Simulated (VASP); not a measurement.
A run of VASP 6.6.1 is set up as follows.

POSCAR

```
Cu
1.0
    2.3846762670      0.0000000000      0.0000000000
   -1.1923381335      2.0651902270      0.0000000000
    0.0000000000      0.0000000000      4.6440929788
Cu
2
Direct
    0.3333333333      0.6666666667      0.2500000000
    0.6666666667      0.3333333333      0.7500000000
```

The input INCAR.step1:

```
SYSTEM = Cu
ALGO     = Normal         ! electronic algorithm
EDIFF    = 1E-4           ! SCF threshold, eV
ENCUT    = 520            ! plane-wave cutoff, eV
GGA      = PE             ! functional
ISMEAR   = 0              ! smearing method
LASPH    = .True.         ! aspherical terms in the spheres
LCHARG   = .False.        ! write CHGCAR
LREAL    = .False.        ! projectors in reciprocal space
LWAVE    = .True.         ! write WAVECAR
NBANDS   = 18             ! bands
NELM     = 100            ! most SCF steps
PREC     = Accurate       ! precision mode
SIGMA    = 0.15           ! smearing width, eV
```

Contents of INCAR.step2:

```
SYSTEM = Cu
ALGO     = Normal         ! electronic algorithm
EDIFF    = 1E-6           ! SCF threshold, eV
ENCUT    = 520            ! plane-wave cutoff, eV
ISIF     = 2              ! what is computed and relaxed
ISMEAR   = 0              ! smearing method
ISTART   = 1            
LASPH    = .True.         ! aspherical terms in the spheres
LCHARG   = .False.        ! write CHGCAR
LMIXTAU  = .True.       
LREAL    = .False.        ! projectors in reciprocal space
LWAVE    = .False.        ! write WAVECAR
METAGGA  = R2SCAN         ! meta-GGA
NBANDS   = 18             ! bands
NELM     = 100            ! most SCF steps
PREC     = Accurate       ! precision mode
SIGMA    = 0.15           ! smearing width, eV
```

KPOINTS

```
k-points
0
Gamma
  24 24 14
  0 0 0
```

Potentials or basis: VASP PAW PBE potentials, release 64 (Cu).

Command:

```bash
$ cat potpaw_PBE.64/Cu/POTCAR > POTCAR
$ cp INCAR.step1 INCAR
$ mpirun -np 1 vasp_std > vasp.out
$ cp INCAR.step2 INCAR
$ mpirun -np 1 vasp_std > vasp.out
```

Estimate the pressure.

7.3 GPa.

What does it give for the band gap on the k mesh?

Zero (bands 11 and 12 overlap by 7.42 eV).

Stress tensor (GPa, compression positive):
```
 18.88   0.00   0.00
  0.00  18.88   0.00
  0.00   0.00 -15.75
```

Caveat: the cell stands under pressure; the PAW data sets were made with another functional, which shifts forces and pressure a little.
